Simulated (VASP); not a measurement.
A run of VASP 6.6.1 is set up as follows.

The input POSCAR:

```
Ti
1.0
    2.9500000000      0.0000000000      0.0000000000
   -1.4750000000      2.5547700000      0.0000000000
    0.0000000000      0.0000000000      4.6800000000
Ti
2
Direct
    0.3333333333      0.6666666667      0.2500000000
    0.6666666667      0.3333333333      0.7500000000
```

INCAR.step1

```
SYSTEM = Ti
PREC = Accurate
ENCUT = 600
ISMEAR = 0
SIGMA = 0.1
LREAL = .False.
LASPH = .True.
NELM = 60
GGA = PE
ALGO = Normal
EDIFF = 1E-4
LWAVE = .True.
LCHARG = .False.
```

Contents of INCAR.step2:

```
SYSTEM = Ti
PREC = Accurate
ENCUT = 600
EDIFF = 1E-7
ISMEAR = 0
SIGMA = 0.1
LREAL = .False.
LASPH = .True.
NELM = 60
ALGO = Normal
ISIF = 8
LWAVE = .False.
LCHARG = .False.
METAGGA = R2SCAN
LMIXTAU = .True.
IBRION = 2
NSW = 80
EDIFFG = -0.03
ISTART = 1
```

File KPOINTS:

```
regular mesh
0
Gamma
  8 8 5
  0 0 0
```

Potentials or basis: VASP PAW PBE potentials, release 64 (Ti_sv).

The run is started by

```bash
$ cat potpaw_PBE.64/Ti_sv/POTCAR > POTCAR
$ cp INCAR.step1 INCAR
$ mpirun -np 1 vasp_std > vasp.out
$ cp INCAR.step2 INCAR
$ mpirun -np 1 vasp_std > vasp.out
```

Question: What does it give for the relaxed volume?

Answer: 17.38 Å³/atom.

Question: Estimate the band gap on the k mesh.

Answer: Zero (bands 12 and 13 overlap by 1.14 eV).

The path:
| step | energy change (eV) | largest force (eV/Å) | pressure (GPa) | volume (Å³) |
| --- | --- | --- | --- | --- |
| 1 | 0.0000 | 0.0000 | -1.72 | 35.27 |
| 2 | -0.0008 | 0.0000 | 1.51 | 34.32 |
| 3 | -0.0028 | 0.0000 | -0.01 | 34.75 |

Caveat: the PAW data sets were made with another functional, which shifts forces and pressure a little.
